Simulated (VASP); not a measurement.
# Lu (P6_3/mmc) in VASP: electric field gradients with PBE

Aim: the electric field gradients of Lu with PBE.

Program: VASP 6.6.1. These are calculated values, not measurements. Logs are shortened: lines on timing, memory, paths and dates and some standing lists are left out, and cuts for length are marked.

**1. The cell of the first run**

Symmetry: P6_3/mmc, No. 194, hexagonal system. Conventional cell: a = 3.510 Å, b = 3.510 Å, c = 5.567 Å, α = 90.00°, β = 90.00°, γ = 120.00°. Within 4.5 Å of Lu (site symmetry -6m2) lie 12 Lu at 3.44 to 3.51 Å.

**2. Electric field gradients, PBE, non-collinear spin, zero start, spin-orbit coupling**

INCAR reads:

```
  PREC = Accurate
  ENCUT = 520
  EDIFF = 1E-8
  ISMEAR = -1
  SIGMA = 0.05
  LREAL = False
  LASPH = True
  NELM = 150
  ALGO = Normal
  ISIF = 2
  LWAVE = False
  LCHARG = False
  MAGMOM = 0 0 0 0 0 0
  LORBIT = 11
  LSORBIT = True
  GGA_COMPAT = False
  LORBMOM = True
  GGA = PE
  LEFG = True
  NBANDS = 62
  KPAR = 4
```

KPOINTS reads:

```
Automatic mesh
0
Gamma
  11 11 6
```

POSCAR reads:

```
Lu
1.0
    3.5098988894      0.0000000000      0.0000000000
   -1.7549494447      3.0396616030      0.0000000000
    0.0000000000      0.0000000000      5.5666000000
Lu
2
Direct
    0.3333333333      0.6666666667      0.2500000000
    0.6666666667      0.3333333333      0.7500000000
```

Potentials or basis: VASP PAW PBE potentials, release 64 (Lu).

On the command line:

```sh
$ cat potpaw_PBE.64/Lu/POTCAR > POTCAR
$ mpirun -np 4 vasp_ncl > vasp.out
```

OUTCAR:

```text
PREC = Accurate
   ENCUT = 520
   EDIFF = 1E-8
   ISMEAR = -1
   LREAL = False
   LASPH = True
   NELM = 150
   ISIF = 2
   LORBIT = 11
   LSORBIT = True
   GGA = PE

 ion  position               nearest neighbor table
   1  0.333  0.667  0.250-   2 3.44   2 3.44   2 3.44   2 3.44   2 3.44   2 3.44
   2  0.667  0.333  0.750-   1 3.44   1 3.44   1 3.44   1 3.44   1 3.44   1 3.44

  LATTYP: Found a hexagonal cell.
 ALAT       =     3.5098988894
 C/A-ratio  =     1.5859716121

  Lattice vectors:

 A1 = (   3.5098988894,   0.0000000000,   0.0000000000)
 A2 = (  -1.7549494447,   3.0396616030,   0.0000000000)
 A3 = (   0.0000000000,   0.0000000000,   5.5666000000)

Analysis of symmetry for initial positions (statically):
=====================================================================
 Subroutine PRICEL returns:
 Original cell was already a primitive cell.

 Routine SETGRP: Setting up the symmetry group for a
 hexagonal supercell.

 Subroutine GETGRP returns: Found 24 space group operations
 (whereof 12 operations were pure point group operations)
 out of a pool of 24 trial point group operations.

The static configuration has the point symmetry D_3d.
 The point group associated with its full space group is D_6h.

Analysis of symmetry for dynamics (positions and initial velocities):
=====================================================================
 Subroutine PRICEL returns:
 Original cell was already a primitive cell.

 Routine SETGRP: Setting up the symmetry group for a
 hexagonal supercell.

 Subroutine GETGRP returns: Found 24 space group operations
 (whereof 12 operations were pure point group operations)
 out of a pool of 24 trial point group operations.

The dynamic configuration has the point symmetry D_3d.
 The point group associated with its full space group is D_6h.

Analysis of structural, dynamic, and magnetic symmetry:
=====================================================================
 Subroutine PRICEL returns:
 Original cell was already a primitive cell.

 Routine SETGRP: Setting up the symmetry group for a
 hexagonal supercell.

 Subroutine GETGRP returns: Found 24 space group operations
 (whereof 12 operations were pure point group operations)
 out of a pool of 24 trial point group operations.

The overall configuration has the point symmetry D_3d.
 The point group associated with its full space group is D_6h.

 Subroutine INISYM returns: Found 24 space group operations
 (whereof 12 operations are pure point group operations),
 and found     1 'primitive' translations

----------------------------------------------------------------------------------------

                                     Primitive cell

  volume of cell :      59.3895

  direct lattice vectors                    reciprocal lattice vectors
     3.509898889  0.000000000  0.000000000     0.284908492  0.164491995  0.000000000
    -1.754949445  3.039661603  0.000000000     0.000000000  0.328983989  0.000000000
     0.000000000  0.000000000  5.566600000     0.000000000  0.000000000  0.179642870

  length of vectors
     3.509898889  3.509898889  5.566600000     0.328983989  0.328983989  0.179642870

  position of ions in fractional coordinates (direct lattice)
     0.333333333  0.666666667  0.250000000
     0.666666667  0.333333333  0.750000000

  ion indices of the primitive-cell ions
   primitive index   ion index
[... 1702 lines left out ...]
  external PRESSURE =     -10.9494620 kB  Pullay stress =       0.0000000 kB

 VOLUME and BASIS-vectors are now :
 -----------------------------------------------------------------------------
  energy-cutoff  :      520.00
  volume of cell :       59.39
      direct lattice vectors                 reciprocal lattice vectors
     3.509898889  0.000000000  0.000000000     0.284908492  0.164491995  0.000000000
    -1.754949445  3.039661603  0.000000000     0.000000000  0.328983989  0.000000000
     0.000000000  0.000000000  5.566600000     0.000000000  0.000000000  0.179642870

 POSITION                                       TOTAL-FORCE (eV/Angst)
 -----------------------------------------------------------------------------------
     -0.00000      2.02644      1.39165         0.000000     -0.000000      0.000000
      1.75495      1.01322      4.17495        -0.000000      0.000000     -0.000000
 -----------------------------------------------------------------------------------
    total drift:                                0.000000     -0.000000      0.000000

  FREE ENERGIE OF THE ION-ELECTRON SYSTEM (eV)
  ---------------------------------------------------
  free  energy   TOTEN  =       -10.5002987041 eV

  energy  without entropy=      -10.4720524377  energy(sigma->0) =      -10.48617557

 Electric field gradients (V/A^2)
---------------------------------------------------------------------
 ion       V_xx      V_yy      V_zz      V_xy      V_xz      V_yz
---------------------------------------------------------------------
   1     -28.644   -28.644    57.288    -0.000    -0.000     0.000
   2     -28.644   -28.644    57.288    -0.000    -0.000    -0.000
---------------------------------------------------------------------

 Electric field gradients after diagonalization (V/A^2)
 (convention: |V_zz| > |V_xx| > |V_yy|)
----------------------------------------------------------------------
 ion       V_xx      V_yy      V_zz     asymmetry (V_yy - V_xx)/ V_zz
----------------------------------------------------------------------
   1     -28.644   -28.644    57.288       0.000
   2     -28.644   -28.644    57.288       0.000
----------------------------------------------------------------------

           NMR quadrupolar parameters

 Cq : quadrupolar parameter    Cq=e*Q*V_zz/h
 eta: asymmetry parameters     (V_yy - V_xx)/ V_zz
 Q  : nuclear electric quadrupole moment in mb (millibarn)
----------------------------------------------------------------------
 ion       Cq(MHz)       eta       Q (mb)
----------------------------------------------------------------------
   1       0.139       0.000       1.000
   2       0.139       0.000       1.000
----------------------------------------------------------------------

 orbital moment (x)

 # of ion     p       d       f       tot
 ------------------------------------------------
  1        -0.000  -0.000  -0.000  -0.000
  2        -0.000  -0.000   0.000   0.000
 ------------------------------------------------
           -0.000  -0.000   0.000  -0.000

 orbital moment (y)

 # of ion     p       d       f       tot
 ------------------------------------------------
  1         0.000   0.000  -0.000   0.000
  2         0.000  -0.000  -0.000  -0.000
 ------------------------------------------------
            0.000  -0.000  -0.000  -0.000

 orbital moment (z)

 # of ion     p       d       f       tot
 ------------------------------------------------
  1         0.000   0.000  -0.000   0.000
  2         0.000   0.000   0.000   0.000
 ------------------------------------------------
            0.000   0.000  -0.000   0.000

 Spin-Orbit-Coupling matrix elements

 Ion:    1  E_soc:     -1.4359826
 l=   1
     0.0000000    -0.2312034    -0.2312633
    -0.2312034     0.0000000    -0.2312034
    -0.2312633    -0.2312034     0.0000000
 l=   2
     0.0000000    -0.0003832     0.0000000    -0.0003832    -0.0015834
    -0.0003832     0.0000000    -0.0015304    -0.0004752    -0.0003832
     0.0000000    -0.0015304     0.0000000    -0.0015304     0.0000000
    -0.0003832    -0.0004752    -0.0015304     0.0000000    -0.0003832
    -0.0015834    -0.0003832     0.0000000    -0.0003832     0.0000000
 l=   3
     0.0000000    -0.0006215     0.0000000     0.0000000     0.0000000    -0.0006215    -0.0037796
    -0.0006215     0.0000000    -0.0010509     0.0000000    -0.0010509    -0.0016572    -0.0006273
     0.0000000    -0.0010509     0.0000000    -0.0025551    -0.0004211    -0.0010509     0.0000000
     0.0000000     0.0000000    -0.0025551     0.0000000    -0.0025551     0.0000000     0.0000000
     0.0000000    -0.0010509    -0.0004211    -0.0025551     0.0000000    -0.0010509     0.0000000
    -0.0006215    -0.0016572    -0.0010509     0.0000000    -0.0010509     0.0000000    -0.0006273
    -0.0037796    -0.0006273     0.0000000     0.0000000     0.0000000    -0.0006273     0.0000000

 Ion:    2  E_soc:     -1.4359826
 l=   1
     0.0000000    -0.2312034    -0.2312633
    -0.2312034     0.0000000    -0.2312034
    -0.2312633    -0.2312034     0.0000000
 l=   2
     0.0000000    -0.0003832     0.0000000    -0.0003832    -0.0015834
    -0.0003832     0.0000000    -0.0015304    -0.0004752    -0.0003832
     0.0000000    -0.0015304     0.0000000    -0.0015304     0.0000000
    -0.0003832    -0.0004752    -0.0015304     0.0000000    -0.0003832
    -0.0015834    -0.0003832     0.0000000    -0.0003832     0.0000000
 l=   3
     0.0000000    -0.0006215     0.0000000     0.0000000     0.0000000    -0.0006215    -0.0037796
    -0.0006215     0.0000000    -0.0010509     0.0000000    -0.0010509    -0.0016572    -0.0006273
     0.0000000    -0.0010509     0.0000000    -0.0025551    -0.0004211    -0.0010509     0.0000000
     0.0000000     0.0000000    -0.0025551     0.0000000    -0.0025551     0.0000000     0.0000000
     0.0000000    -0.0010509    -0.0004211    -0.0025551     0.0000000    -0.0010509     0.0000000
    -0.0006215    -0.0016572    -0.0010509     0.0000000    -0.0010509     0.0000000    -0.0006273
    -0.0037796    -0.0006273     0.0000000     0.0000000     0.0000000    -0.0006273     0.0000000

 total charge

# of ion       s       p       d       f       tot
--------------------------------------------------
    1        2.352   6.051   0.769  13.953  23.125
    2        2.352   6.051   0.769  13.953  23.125
--------------------------------------------------
tot          4.704  12.103   1.538  27.906  46.250

 magnetization (x)

# of ion       s       p       d       f       tot
--------------------------------------------------
    1        0.000  -0.000   0.000   0.000   0.000
    2       -0.000  -0.000   0.000  -0.000   0.000
--------------------------------------------------
tot          0.000  -0.000   0.000  -0.000   0.000

 magnetization (y)

# of ion       s       p       d       f       tot
--------------------------------------------------
    1       -0.000   0.000   0.000  -0.000  -0.000
    2       -0.000   0.000   0.000  -0.000  -0.000
--------------------------------------------------
tot         -0.000   0.000   0.000  -0.000  -0.000

 magnetization (z)

# of ion       s       p       d       f       tot
--------------------------------------------------
    1        0.000   0.000   0.000   0.000   0.000
    2        0.000   0.000   0.000   0.000   0.000
--------------------------------------------------
tot          0.000   0.000   0.000   0.000   0.000
```

It took 3.9 min on 4 MPI ranks of AMD EPYC 7R13 (Zen 3), shared host; peak memory 0.52 GiB.

Results:

| Quantity | Value |
| --- | --- |
| Free energy | -10.5003 eV |
| Pressure | -1.1 GPa |
| Net moment | 0.00 μB per cell |
| Largest electric field gradient by atom | Lu +57.3 V/Å² |
| Valence electrons inside the program's atomic spheres | Lu 23.12 |

Moments on the atoms (μB; x, y, z):
```
Lu  0.00 0.00 0.00
Lu  0.00 0.00 0.00
```

Electric field gradients, principal values (V/Å²):
| atom | least | middle | greatest (by size) |
| --- | --- | --- | --- |
| 1 Lu | -28.644 | -28.644 | 57.288 |
| 2 Lu | -28.644 | -28.644 | 57.288 |

Caveat: without QUAD_EFG the Cq values of the log hold for a quadrupole moment of 1 mb, not for the nuclei.
